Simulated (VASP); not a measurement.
# Na (Im-3m) in VASP: further runs

Runs on Na. Level: LDA. Tasks: single point.

All numbers are computed with VASP 6.6.1; they aren't measurements. Logs are shortened: lines on timing, memory, paths and dates and some standing lists are left out, and cuts for length are marked.

### 1 The cell of the first run

The structure is cubic, space group Im-3m (No. 229). Conventional cell: a = 4.003 Å, b = 4.003 Å, c = 4.003 Å, α = 90.00°, β = 90.00°, γ = 90.00°. Na (site symmetry m-3m) has 14 Na at 3.47 to 4.00 Å within 4.6 Å.

### 2 Single point, LDA (volume scaled by 0.96)

Input file INCAR:

```
SYSTEM = Na
PREC     = Accurate       ! precision mode
ENCUT    = 520            ! plane-wave cutoff, eV
EDIFF    = 1E-6           ! SCF threshold, eV
ISMEAR   = -1             ! smearing method
SIGMA    = 0.1            ! smearing width, eV
LREAL    = .FALSE.        ! projectors in reciprocal space
LASPH    = .TRUE.         ! aspherical terms in the spheres
NELM     = 60             ! most SCF steps
ALGO     = Normal         ! electronic algorithm
ISIF     = 2              ! what is computed and relaxed
LWAVE    = .FALSE.        ! write WAVECAR
LCHARG   = .FALSE.        ! write CHGCAR
NBANDS   = 10             ! bands
```

Input file KPOINTS:

```
regular mesh
0
G
  18 18 18
  0 0 0
```

Input file POSCAR:

```
Na
1.0
   -2.0012970972      2.0012970972      2.0012970972
    2.0012970972     -2.0012970972      2.0012970972
    2.0012970972      2.0012970972     -2.0012970972
Na
1
Direct
    0.0000000000      0.0000000000      0.0000000000
```

Potentials or basis: VASP PAW LDA potentials, release 64 (Na_pv).

Run with:

```sh
> cat potpaw_LDA.64/Na_pv/POTCAR > POTCAR
> mpirun -np 1 vasp_std > vasp.out
```

OUTCAR:

```text
SYSTEM = Na
   PREC = Accurate
   ENCUT = 520
   EDIFF = 1E-6
   ISMEAR = -1
   LREAL = .FALSE.
   LASPH = .TRUE.
   NELM = 60
   ISIF = 2

 ion  position               nearest neighbor table
   1  0.000  0.000  0.000-

  LATTYP: Found a body centered cubic cell.
 ALAT       =     4.0025941944

  Lattice vectors:

 A1 = (  -2.0012970972,   2.0012970972,   2.0012970972)
 A2 = (   2.0012970972,  -2.0012970972,   2.0012970972)
 A3 = (   2.0012970972,   2.0012970972,  -2.0012970972)

Analysis of symmetry for initial positions (statically):
=====================================================================
 Subroutine PRICEL returns:
 Original cell was already a primitive cell.

 Routine SETGRP: Setting up the symmetry group for a
 body centered cubic supercell.

 Subroutine GETGRP returns: Found 48 space group operations
 (whereof 48 operations were pure point group operations)
 out of a pool of 48 trial point group operations.

The static configuration has the point symmetry O_h .

Analysis of symmetry for dynamics (positions and initial velocities):
=====================================================================
 Subroutine PRICEL returns:
 Original cell was already a primitive cell.

 Routine SETGRP: Setting up the symmetry group for a
 body centered cubic supercell.

 Subroutine GETGRP returns: Found 48 space group operations
 (whereof 48 operations were pure point group operations)
 out of a pool of 48 trial point group operations.

The dynamic configuration has the point symmetry O_h .

 Subroutine INISYM returns: Found 48 space group operations
 (whereof 48 operations are pure point group operations),
 and found     1 'primitive' translations

----------------------------------------------------------------------------------------

                                     Primitive cell

  volume of cell :      32.0623

  direct lattice vectors                    reciprocal lattice vectors
    -2.001297097  2.001297097  2.001297097     0.000000000  0.249837968  0.249837968
     2.001297097 -2.001297097  2.001297097     0.249837968  0.000000000  0.249837968
     2.001297097  2.001297097 -2.001297097     0.249837968  0.249837968  0.000000000

  length of vectors
     3.466348253  3.466348253  3.466348253     0.353324243  0.353324243  0.353324243

  position of ions in fractional coordinates (direct lattice)
     0.000000000  0.000000000  0.000000000

  ion indices of the primitive-cell ions
   primitive index   ion index
                 1           1

----------------------------------------------------------------------------------------

 KPOINTS: regular mesh

Automatic generation of k-mesh.
 Grid dimensions read from file:
 generate k-points for:   18   18   18

 Generating k-lattice:

  Cartesian coordinates                     Fractional coordinates (reciprocal lattice)
     0.000000000  0.013879887  0.013879887     0.055555556  0.000000000  0.000000000
     0.013879887  0.000000000  0.013879887     0.000000000  0.055555556  0.000000000
     0.013879887  0.013879887  0.000000000     0.000000000  0.000000000  0.055555556

  Length of vectors
     0.019629125  0.019629125  0.019629125

  Shift w.r.t. Gamma in fractional coordinates (k-lattice)
     0.000000000  0.000000000  0.000000000

 Subroutine IBZKPT returns following result:
 ===========================================

 Found    195 irreducible k-points:

 Following reciprocal coordinates:
            Coordinates               Weight
  0.000000  0.000000  0.000000      1.000000
  0.055556  0.000000  0.000000     12.000000
  0.111111  0.000000  0.000000     12.000000
  0.166667  0.000000  0.000000     12.000000
  0.222222  0.000000  0.000000     12.000000
  0.277778  0.000000  0.000000     12.000000
[... 16 lines left out ...]
  0.333333  0.111111 -0.000000     48.000000
  0.388889  0.111111  0.000000     48.000000
 [... further k-points ...]
   k-points           NKPTS =    195   k-points in BZ     NKDIM =    195   number of bands    NBANDS=     10
   number of dos      NEDOS =    301   number of ions     NIONS =      1
   total plane-waves  NPLWV =  21952
   dimension x,y,z NGX =    28 NGY =   28 NGZ =   28
   dimension x,y,z NGXF=    56 NGYF=   56 NGZF=   56
   ions per type =               1
   NGX,Y,Z   is equivalent  to a cutoff of  13.43, 13.43, 13.43 a.u.
   NGXF,Y,Z  is equivalent  to a cutoff of  26.86, 26.86, 26.86 a.u.
 SYSTEM =  Na
   PREC   = accura    normal or accurate (medium, high low for compatibility)
   ISTART =      0    job   : 0-new  1-cont  2-samecut
   ICHARG =      2    charge: 1-file 2-atom 10-const
   ISPIN  =      1    spin polarized calculation?
   LNONCOLLINEAR =      F non collinear calculations
   LSORBIT =      F    spin-orbit coupling
   LASPH  =      T    aspherical Exc in radial PAW
   ENCUT  =  520.0 eV  38.22 Ry    6.18 a.u.   6.45  6.45  6.45*2*pi/ulx,y,z
   NELM   =     60;   NELMIN=  2; NELMDL= -5     # of ELM steps
   EDIFF  = 0.1E-05   stopping-criterion for ELM
   LREAL  =      F    real-space projection
   EDIFFG = 0.1E-04   stopping-criterion for IOM
   NSW    =      0    number of steps for IOM
   IBRION =     -1    ionic relax: 0-MD 1-quasi-New 2-CG
   NFREE  =      0    steps in history (QN), initial steepest desc. (CG)
   ISIF   =      2    stress and relaxation
   ISYM   =      2    0-nonsym 1-usesym 2-fastsym
   POTIM  = 0.5000    time-step for ionic-motion
   TEBEG  =    0.0;   TEEND  =   0.0 temperature during run
   PSTRESS=    0.0 pullay stress
   NELECT =       7.0000    total number of electrons
   NUPDOWN=      -1.0000    fix difference up-down
   EMIN   =  10.00;   EMAX   =-10.00  energy-range for DOS
   EFERMI =   0.00;   METHOD = LEGACY
   ISMEAR =    -1;   SIGMA  =   0.10  broadening in eV -4-tet -1-fermi 0-gaus
   EFERMI_NEDOS =   21; number of points for ismear=-14 and -15
   IALGO  =     38    algorithm
   IMIX   =      4    mixing-type and parameters
     AMIX     =   0.40;   BMIX     =  1.00
     AMIX_MAG =   1.60;   BMIX_MAG =  1.00
  volume/ion in A,a.u.               =      32.06       216.37
  Fermi-wavevector in a.u.,A,eV,Ry     =   0.985771  1.862837 13.221381  0.971744
  Thomas-Fermi vector in A             =   2.117102
   LORBIT       =      0    0 simple, 1 ext, 2 COOP (PROOUT), +10 PAW based schemes
   GGA     = CA    functional components
   LHFCALC =     F    Hartree Fock is set to
   AEXX    =    0.0000 exact exchange contribution
   IVDW    =     0    specifies the selected vdW correction
   LEPSILON=     F    determine dielectric tensor
   LRPA    =     F    only Hartree local field effects (RPA)
 non-spin polarized calculation
  energy-cutoff  :      520.00
  volume of cell :       32.06
 maximum number of plane-waves:       899
 NGX is ok and might be reduce to    28
   NGX = 13   NGY = 13   NGZ = 13

 number of electron       6.9999998 magnetization

 Free energy of the ion-electron system (eV)
  ---------------------------------------------------
  ext. energy  EPLUGINS =         0.00000000
  ---------------------------------------------------
  free energy    TOTEN  =        -1.46037319 eV

  energy without entropy =       -1.44633147  energy(sigma->0) =       -1.45335233

 E-fermi :   0.5997     XC(G=0):  -7.1489

 val. band max:        0.5329814754   @ k =  -0.3333   0.3333   0.2778
 cond. band min:       0.6400869602   @ k =   0.3333   0.1667   0.0000
 fundamental gap:      0.1071054848
 Fermi energy:         0.5997292723

 k-point     1 :       0.0000    0.0000    0.0000
  band No.  band energies     occupation
      1     -24.2429      2.00000
      2     -24.2429      2.00000
      3     -24.2429      2.00000
      4      -3.0059      2.00000
      5      13.1886      0.00000
      6      13.1886      0.00000
      7      13.1886      0.00000
      8      14.3920      0.00000
      9      14.3920      0.00000
     10      15.1211      0.00000

 k-point     2 :       0.0556    0.0000    0.0000
  band No.  band energies     occupation
      1     -24.2447      2.00000
      2     -24.2435      2.00000
      3     -24.2429      2.00000
      4      -2.9456      2.00000
      5      12.4077      0.00000
      6      12.7918      0.00000
      7      12.9845      0.00000
      8      13.8640      0.00000
      9      13.8816      0.00000
     10      15.4354      0.00000

 k-point     3 :       0.1111    0.0000    0.0000
  band No.  band energies     occupation
      1     -24.2501      2.00000
      2     -24.2452      2.00000
      3     -24.2429      2.00000
      4      -2.7650      2.00000
      5      10.8850      0.00000
      6      12.0892      0.00000
      7      12.5496      0.00000
      8      13.1532      0.00000
      9      13.6787      0.00000
     10      15.5760      0.00000

 k-point     4 :       0.1667    0.0000    0.0000
  band No.  band energies     occupation
      1     -24.2582      2.00000
      2     -24.2479      2.00000
      3     -24.2429      2.00000
      4      -2.4658      2.00000
      5       9.3312      0.00000
      6      11.4031      0.00000
      7      12.0814      0.00000
      8      12.5144      0.00000
      9      13.4332      0.00000
     10      15.6779      0.00000
[... 222 lines left out ...]
 k-point    22 :       0.2778    0.1111    0.0000
  band No.  band energies     occupation
      1     -24.2885      2.00000
      2     -24.2588      2.00000
      3     -24.2454      2.00000
      4      -0.7117      2.00000
      5       5.2482      0.00000
      6       8.1619      0.00000
      7      10.4427      0.00000
      8      12.1512      0.00000
      9      14.1515      0.00000
     10      15.5584      0.00000

 k-point    23 :       0.3333    0.1111   -0.0000
  band No.  band energies     occupation
      1     -24.2952      2.00000
      2     -24.2621      2.00000
      3     -24.2455      2.00000
      4       0.0269      1.99352
      5       4.0332      0.00000
      6       7.8891      0.00000
      7      10.1980      0.00000
      8      11.9141      0.00000
      9      14.0258      0.00000
     10      16.0386      0.00000

 k-point    24 :       0.3889    0.1111    0.0000
  band No.  band energies     occupation
      1     -24.2995      2.00000
      2     -24.2642      2.00000
      3     -24.2455      2.00000
      4       0.8566      0.14241
      5       2.9170      0.00000
      6       7.7259      0.00000
      7      10.0495      0.00000
      8      11.7682      0.00000
      9      13.9218      0.00000
     10      16.6020      0.00000

 [... further k-points ...]
[... 5 lines left out ...]
  --------------------------------------------------------------------------------------
  -------------------------------------------------------------------------------------
  Total        0.0693115      0.0693115      0.0693115      0.0000000     -0.0000000     -0.0000000
  in kB        3.4635486      3.4635486      3.4635486      0.0000000     -0.0000000     -0.0000000
  external PRESSURE =       3.4635486 kB  Pullay stress =       0.0000000 kB

 VOLUME and BASIS-vectors are now :
 -----------------------------------------------------------------------------
  energy-cutoff  :      520.00
  volume of cell :       32.06
      direct lattice vectors                 reciprocal lattice vectors
    -2.001297097  2.001297097  2.001297097     0.000000000  0.249837968  0.249837968
     2.001297097 -2.001297097  2.001297097     0.249837968  0.000000000  0.249837968
     2.001297097  2.001297097 -2.001297097     0.249837968  0.249837968  0.000000000

 POSITION                                       TOTAL-FORCE (eV/Angst)
 -----------------------------------------------------------------------------------
      0.00000      0.00000      0.00000        -0.000000      0.000000     -0.000000
 -----------------------------------------------------------------------------------
    total drift:                               -0.000000     -0.000000     -0.000000

  FREE ENERGIE OF THE ION-ELECTRON SYSTEM (eV)
  ---------------------------------------------------
  free  energy   TOTEN  =        -1.4603731851 eV

  energy  without entropy=       -1.4463314656  energy(sigma->0) =       -1.45335233
```

Wall time 34 s (1 thread of Intel Xeon Platinum 8259CL at 2.50GHz (Skylake/Cascade Lake), shared host); peak memory 0.17 GiB.

Results:

```yaml
Free_energy: -1.4604 eV
Pressure: 0.3 GPa
```

Levels at points of the mesh, in eV from the Fermi level:
```
           k point  band 1  band 2  band 3  band 4  band 5  band 6
(0.00, 0.00, 0.00)  -24.84  -24.84  -24.84   -3.61   12.59   12.59
(0.50, 0.00, 0.00)  -24.90  -24.86  -24.84    0.81    1.34    8.80
(0.50, 0.50, 0.50)  -24.89  -24.89  -24.89    4.81    4.81    5.36
```

[end of part 1 of 2]
